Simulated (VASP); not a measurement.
# AlN (Fm-3m) in VASP: a series of runs

AlN is run at these levels: LDA; tasks: single point.

Program: VASP 6.6.1. These are calculated values, not measurements. Logs are shortened: lines on timing, memory, paths and dates and some standing lists are left out, and cuts for length are marked.

## (1) The cell of the first run

The structure is cubic, space group Fm-3m (No. 225). The conventional cell has a = 4.069 Å, b = 4.069 Å, c = 4.069 Å, α = 90.00°, β = 90.00°, γ = 90.00°. Al (site symmetry m-3m) has 6 N at 2.03 Å within 2.7 Å. N (site symmetry m-3m) has 6 Al at 2.03 Å within 2.7 Å.

## (2) Single point, LDA

The input, INCAR:

```
PREC = Accurate
ENCUT = 520
EDIFF = 1E-6
ISMEAR = -1
SIGMA = 0.05
LREAL = F
LASPH = T
NELM = 80
ALGO = Normal
ISIF = 2
LWAVE = F
LCHARG = F
NBANDS = 11
```

The input, KPOINTS:

```
regular mesh
0
Gamma
  11 11 11
```

The input, POSCAR:

```
AlN
1.0
    0.0000000000      2.0345180000      2.0345180000
    2.0345180000      0.0000000000      2.0345180000
    2.0345180000      2.0345180000      0.0000000000
Al N
1 1
Direct
    0.5000000000      0.5000000000      0.5000000000
    0.0000000000      0.0000000000      0.0000000000
```

Potentials or basis: VASP PAW LDA potentials, release 64 (Al, N).

Run with:

```console
$ cat potpaw_LDA.64/Al/POTCAR potpaw_LDA.64/N/POTCAR > POTCAR
$ mpirun -np 1 vasp_std > vasp.out
```

OUTCAR:

```text
PREC = Accurate
   ENCUT = 520
   EDIFF = 1E-6
   ISMEAR = -1
   LREAL = F
   LASPH = T
   NELM = 80
   ISIF = 2

 ion  position               nearest neighbor table
   1  0.500  0.500  0.500-   2 2.03   2 2.03   2 2.03   2 2.03   2 2.03   2 2.03
   2  0.000  0.000  0.000-   1 2.03   1 2.03   1 2.03   1 2.03   1 2.03   1 2.03

  LATTYP: Found a face centered cubic cell.
 ALAT       =     4.0690360000

  Lattice vectors:

 A1 = (   0.0000000000,   2.0345180000,   2.0345180000)
 A2 = (   2.0345180000,   0.0000000000,   2.0345180000)
 A3 = (   2.0345180000,   2.0345180000,   0.0000000000)

Analysis of symmetry for initial positions (statically):
=====================================================================
 Subroutine PRICEL returns:
 Original cell was already a primitive cell.

 Routine SETGRP: Setting up the symmetry group for a
 face centered cubic supercell.

 Subroutine GETGRP returns: Found 48 space group operations
 (whereof 48 operations were pure point group operations)
 out of a pool of 48 trial point group operations.

The static configuration has the point symmetry O_h .

Analysis of symmetry for dynamics (positions and initial velocities):
=====================================================================
 Subroutine PRICEL returns:
 Original cell was already a primitive cell.

 Routine SETGRP: Setting up the symmetry group for a
 face centered cubic supercell.

 Subroutine GETGRP returns: Found 48 space group operations
 (whereof 48 operations were pure point group operations)
 out of a pool of 48 trial point group operations.

The dynamic configuration has the point symmetry O_h .

 Subroutine INISYM returns: Found 48 space group operations
 (whereof 48 operations are pure point group operations),
 and found     1 'primitive' translations

----------------------------------------------------------------------------------------

                                     Primitive cell

  volume of cell :      16.8428

  direct lattice vectors                    reciprocal lattice vectors
     0.000000000  2.034518000  2.034518000    -0.245758455  0.245758455  0.245758455
     2.034518000  0.000000000  2.034518000     0.245758455 -0.245758455  0.245758455
     2.034518000  2.034518000  0.000000000     0.245758455  0.245758455 -0.245758455

  length of vectors
     2.877242948  2.877242948  2.877242948     0.425666130  0.425666130  0.425666130

  position of ions in fractional coordinates (direct lattice)
     0.500000000  0.500000000  0.500000000
     0.000000000  0.000000000  0.000000000

  ion indices of the primitive-cell ions
   primitive index   ion index
                 1           1
                 2           2

----------------------------------------------------------------------------------------

 KPOINTS: regular mesh

Automatic generation of k-mesh.
 Grid dimensions read from file:
 generate k-points for:   11   11   11

 Generating k-lattice:

  Cartesian coordinates                     Fractional coordinates (reciprocal lattice)
    -0.022341678  0.022341678  0.022341678     0.090909091  0.000000000  0.000000000
     0.022341678 -0.022341678  0.022341678     0.000000000  0.090909091  0.000000000
     0.022341678  0.022341678 -0.022341678     0.000000000  0.000000000  0.090909091

  Length of vectors
     0.038696921  0.038696921  0.038696921

  Shift w.r.t. Gamma in fractional coordinates (k-lattice)
     0.000000000  0.000000000  0.000000000

 Subroutine IBZKPT returns following result:
 ===========================================

 Found     56 irreducible k-points:

 Following reciprocal coordinates:
            Coordinates               Weight
  0.000000  0.000000  0.000000      1.000000
  0.090909  0.000000  0.000000      8.000000
  0.181818  0.000000  0.000000      8.000000
  0.272727  0.000000  0.000000      8.000000
  0.363636  0.000000  0.000000      8.000000
  0.454545  0.000000  0.000000      8.000000
[... 16 lines left out ...]
 -0.272727  0.181818  0.000000     24.000000
 -0.181818  0.181818  0.000000     12.000000
 [... further k-points ...]
   k-points           NKPTS =     56   k-points in BZ     NKDIM =     56   number of bands    NBANDS=     11
   number of dos      NEDOS =    301   number of ions     NIONS =      2
   total plane-waves  NPLWV =  13824
   dimension x,y,z NGX =    24 NGY =   24 NGZ =   24
   dimension x,y,z NGXF=    48 NGYF=   48 NGZF=   48
   ions per type =               1   1
   NGX,Y,Z   is equivalent  to a cutoff of  13.87, 13.87, 13.87 a.u.
   NGXF,Y,Z  is equivalent  to a cutoff of  27.73, 27.73, 27.73 a.u.
 SYSTEM =  unknown system
   PREC   = accura    normal or accurate (medium, high low for compatibility)
   ISTART =      0    job   : 0-new  1-cont  2-samecut
   ICHARG =      2    charge: 1-file 2-atom 10-const
   ISPIN  =      1    spin polarized calculation?
   LNONCOLLINEAR =      F non collinear calculations
   LSORBIT =      F    spin-orbit coupling
   LASPH  =      T    aspherical Exc in radial PAW
   ENCUT  =  520.0 eV  38.22 Ry    6.18 a.u.   5.35  5.35  5.35*2*pi/ulx,y,z
   NELM   =     80;   NELMIN=  2; NELMDL= -5     # of ELM steps
   EDIFF  = 0.1E-05   stopping-criterion for ELM
   LREAL  =      F    real-space projection
   EDIFFG = 0.1E-04   stopping-criterion for IOM
   NSW    =      0    number of steps for IOM
   IBRION =     -1    ionic relax: 0-MD 1-quasi-New 2-CG
   NFREE  =      0    steps in history (QN), initial steepest desc. (CG)
   ISIF   =      2    stress and relaxation
   ISYM   =      2    0-nonsym 1-usesym 2-fastsym
   POTIM  = 0.5000    time-step for ionic-motion
   TEBEG  =    0.0;   TEEND  =   0.0 temperature during run
   PSTRESS=    0.0 pullay stress
   NELECT =       8.0000    total number of electrons
   NUPDOWN=      -1.0000    fix difference up-down
   EMIN   =  10.00;   EMAX   =-10.00  energy-range for DOS
   EFERMI =   0.00;   METHOD = LEGACY
   ISMEAR =    -1;   SIGMA  =   0.05  broadening in eV -4-tet -1-fermi 0-gaus
   EFERMI_NEDOS =   21; number of points for ismear=-14 and -15
   IALGO  =     38    algorithm
   IMIX   =      4    mixing-type and parameters
     AMIX     =   0.40;   BMIX     =  1.00
     AMIX_MAG =   1.60;   BMIX_MAG =  1.00
  volume/ion in A,a.u.               =       8.42        56.83
  Fermi-wavevector in a.u.,A,eV,Ry     =   1.277321  2.413786 22.198561  1.631548
  Thomas-Fermi vector in A             =   2.409927
   LORBIT       =      0    0 simple, 1 ext, 2 COOP (PROOUT), +10 PAW based schemes
   GGA     = CA    functional components
   LHFCALC =     F    Hartree Fock is set to
   AEXX    =    0.0000 exact exchange contribution
   IVDW    =     0    specifies the selected vdW correction
   LEPSILON=     F    determine dielectric tensor
   LRPA    =     F    only Hartree local field effects (RPA)
 non-spin polarized calculation
  energy-cutoff  :      520.00
  volume of cell :       16.84
 maximum number of plane-waves:       465
 NGX is ok and might be reduce to    24
   NGX = 11   NGY = 11   NGZ = 11

 number of electron       8.0000000 magnetization

 Free energy of the ion-electron system (eV)
  ---------------------------------------------------
  ext. energy  EPLUGINS =         0.00000000
  ---------------------------------------------------
  free energy    TOTEN  =       -16.20854755 eV

  energy without entropy =      -16.20854755  energy(sigma->0) =      -16.20854755

 E-fermi :  10.3983     XC(G=0): -12.4849

 val. band max:        9.4650290580   @ k =   0.0000   0.0000   0.0000
 cond. band min:      13.8738233263   @ k =   0.4545   0.4545   0.0000
 fundamental gap:      4.4087942683
 Fermi energy:        10.3982861676

 k-point     1 :       0.0000    0.0000    0.0000
  band No.  band energies     occupation
      1      -7.7705      2.00000
      2       9.4650      2.00000
      3       9.4650      2.00000
      4       9.4650      2.00000
      5      14.9637      0.00000
      6      21.4290      0.00000
      7      21.4290      0.00000
      8      21.4290      0.00000
      9      26.6005      0.00000
     10      26.9596      0.00000
     11      26.9596      0.00000

 k-point     2 :       0.0909    0.0000    0.0000
  band No.  band energies     occupation
      1      -7.6019      2.00000
      2       8.6181      2.00000
      3       9.3660      2.00000
      4       9.3660      2.00000
      5      15.4924      0.00000
      6      20.6477      0.00000
      7      21.6730      0.00000
      8      21.6730      0.00000
      9      25.4095      0.00000
     10      25.4095      0.00000
     11      27.2406      0.00000

 k-point     3 :       0.1818    0.0000    0.0000
  band No.  band energies     occupation
      1      -7.1083      2.00000
      2       6.7648      2.00000
      3       9.1171      2.00000
      4       9.1171      2.00000
      5      16.1794      0.00000
      6      19.9877      0.00000
      7      21.8904      0.00000
      8      21.8904      0.00000
      9      24.6470      0.00000
     10      24.6470      0.00000
     11      26.6538      0.00000

 k-point     4 :       0.2727    0.0000    0.0000
  band No.  band energies     occupation
      1      -6.3343      2.00000
      2       4.6595      2.00000
      3       8.8217      2.00000
      4       8.8217      2.00000
      5      16.1001      0.00000
      6      20.5598      0.00000
      7      21.2704      0.00000
      8      21.2704      0.00000
      9      25.7026      0.00000
     10      25.7026      0.00000
     11      25.9151      0.00000

 k-point     5 :       0.3636    0.0000    0.0000
  band No.  band energies     occupation
      1      -5.3994      2.00000
      2       2.7265      2.00000
      3       8.5748      2.00000
      4       8.5748      2.00000
      5      15.7303      0.00000
      6      20.5608      0.00000
      7      20.5608      0.00000
      8      21.5790      0.00000
      9      25.3670      0.00000
     10      27.6141      0.00000
     11      27.6141      0.00000
[... 211 lines left out ...]
 k-point    21 :      -0.4545    0.1818    0.0000
  band No.  band energies     occupation
      1      -4.1535      2.00000
      2       1.8773      2.00000
      3       6.3364      2.00000
      4       7.9060      2.00000
      5      16.6049      0.00000
      6      18.6241      0.00000
      7      21.4868      0.00000
      8      21.7194      0.00000
      9      26.6484      0.00000
     10      29.4378      0.00000
     11      29.8986      0.00000

 k-point    22 :      -0.3636    0.1818    0.0000
  band No.  band energies     occupation
      1      -4.4340      2.00000
      2       2.3203      2.00000
      3       6.1334      2.00000
      4       8.1901      2.00000
      5      17.0444      0.00000
      6      18.7549      0.00000
      7      21.2385      0.00000
      8      21.4548      0.00000
      9      27.6639      0.00000
     10      27.7641      0.00000
     11      29.3106      0.00000

 k-point    23 :      -0.2727    0.1818    0.0000
  band No.  band energies     occupation
      1      -5.2383      2.00000
      2       3.6377      2.00000
      3       6.2846      2.00000
      4       8.5716      2.00000
      5      17.6128      0.00000
      6      19.2359      0.00000
      7      20.2719      0.00000
      8      21.3381      0.00000
      9      25.4145      0.00000
     10      28.4501      0.00000
     11      29.2894      0.00000

 k-point    24 :      -0.1818    0.1818    0.0000
  band No.  band energies     occupation
      1      -6.0834      2.00000
      2       5.0395      2.00000
      3       6.9974      2.00000
      4       8.9408      2.00000
      5      17.7084      0.00000
      6      19.2003      0.00000
      7      20.2978      0.00000
      8      21.7378      0.00000
      9      23.7658      0.00000
     10      27.7259      0.00000
     11      29.0514      0.00000

 [... further k-points ...]
[... 5 lines left out ...]
  --------------------------------------------------------------------------------------
  -------------------------------------------------------------------------------------
  Total       -1.0978430     -1.0978430     -1.0978430      0.0000000     -0.0000000     -0.0000000
  in kB     -104.4326325   -104.4326325   -104.4326325      0.0000000     -0.0000000     -0.0000000
  external PRESSURE =    -104.4326325 kB  Pullay stress =       0.0000000 kB

 VOLUME and BASIS-vectors are now :
 -----------------------------------------------------------------------------
  energy-cutoff  :      520.00
  volume of cell :       16.84
      direct lattice vectors                 reciprocal lattice vectors
     0.000000000  2.034518000  2.034518000    -0.245758455  0.245758455  0.245758455
     2.034518000  0.000000000  2.034518000     0.245758455 -0.245758455  0.245758455
     2.034518000  2.034518000  0.000000000     0.245758455  0.245758455 -0.245758455

 POSITION                                       TOTAL-FORCE (eV/Angst)
 -----------------------------------------------------------------------------------
      2.03452      2.03452      2.03452         0.000000      0.000000      0.000000
      0.00000      0.00000      0.00000        -0.000000     -0.000000     -0.000000
 -----------------------------------------------------------------------------------
    total drift:                                0.000000     -0.000000     -0.000000

  FREE ENERGIE OF THE ION-ELECTRON SYSTEM (eV)
  ---------------------------------------------------
  free  energy   TOTEN  =       -16.2085475506 eV

  energy  without entropy=      -16.2085475505  energy(sigma->0) =      -16.20854755
```

Wall time 3.5 s (1 thread of Intel Xeon 6975P-C, shared host); peak memory 0.12 GiB.

What came out:

- Free energy: -16.2085 eV
- Pressure: -10.4 GPa
- Band gap on the k mesh: 4.41 eV, indirect (least direct gap 5.50 eV)

A k mesh can miss the band edges.

## (3) Single point, LDA

The input, INCAR:

```
SYSTEM = AlN
  ALGO = Normal
  EDIFF = 1E-6
  ENCUT = 520
  GGA = CA
  ISIF = 2
  ISMEAR = -1
  LASPH = .TRUE.
  LCHARG = .TRUE.
  LELF = .TRUE.
  LREAL = .FALSE.
  LVHAR = .TRUE.
  LWAVE = .FALSE.
  NBANDS = 11
  NELM = 80
  PREC = Accurate
  SIGMA = 0.05
```

The input, KPOINTS:

```
k-points
0
G
  11 11 11
  0 0 0
```

POSCAR is that of step 2.

Potentials or basis: VASP PAW LDA potentials, release 64 (Al, N).

Run with:

```console
$ cat potpaw_LDA.64/Al/POTCAR potpaw_LDA.64/N/POTCAR > POTCAR
$ mpirun -np 1 vasp_std > vasp.out
```

Run time: 4 s. Hardware: 1 thread of Intel Xeon 6975P-C, shared host; peak memory 0.13 GiB.

It converged, with:

```yaml
Free_energy: -16.2085 eV
Pressure: -10.4 GPa
Band_gap_on_the_k_mesh: 4.41 eV, indirect (least direct gap 5.50 eV)
```

Levels at points of the mesh, in eV from the valence-band top:
```
           k point  band 2  band 3  band 4  band 5  band 6  band 7
(0.00, 0.00, 0.00)    0.00    0.00    0.00    5.50   11.96   11.96
```

A k mesh can miss the band edges.

## (4) Single point, LDA (volume scaled by 1.02)

The input, INCAR:

```
SYSTEM = AlN
PREC = Accurate ; ENCUT = 520
EDIFF = 1E-7 ; ISMEAR = -1
SIGMA = 0.05 ; LREAL = .False.
LASPH = .True. ; NELM = 100
ALGO = Normal ; ISIF = 2
LWAVE = .False. ; LCHARG = .True.
GGA = CA ; LELF = .True.
LVHAR = .True. ; NBANDS = 11
```

The input, KPOINTS:

```
regular mesh
0
Gamma
  11 11 11
  0 0 0
```

The input, POSCAR:

```
AlN
1.0
    0.0000000000      2.0479920218      2.0479920218
    2.0479920218      0.0000000000      2.0479920218
    2.0479920218      2.0479920218      0.0000000000
Al N
1 1
Direct
    0.5000000000      0.5000000000      0.5000000000
    0.0000000000      0.0000000000      0.0000000000
```

Run with:

```console
$ cat potpaw_LDA.64/Al/POTCAR potpaw_LDA.64/N/POTCAR > POTCAR
$ mpirun -np 1 vasp_std > vasp.out
```

Run time: 4.1 s. Hardware: 1 thread of Intel Xeon 6975P-C, shared host; peak memory 0.13 GiB.

It converged, with:

| Property | Result |
| --- | --- |
| Free energy | -16.1821 eV |
| Pressure | -14.9 GPa |
| Band gap on the k mesh | 4.22 eV, indirect (least direct gap 5.22 eV) |

Levels at points of the mesh, in eV from the valence-band top:
| k point | band 2 | band 3 | band 4 | band 5 | band 6 | band 7 |
| --- | --- | --- | --- | --- | --- | --- |
| (0.00, 0.00, 0.00) | 0.00 | 0.00 | 0.00 | 5.22 | 11.90 | 11.90 |

 A k mesh can miss the band edges.
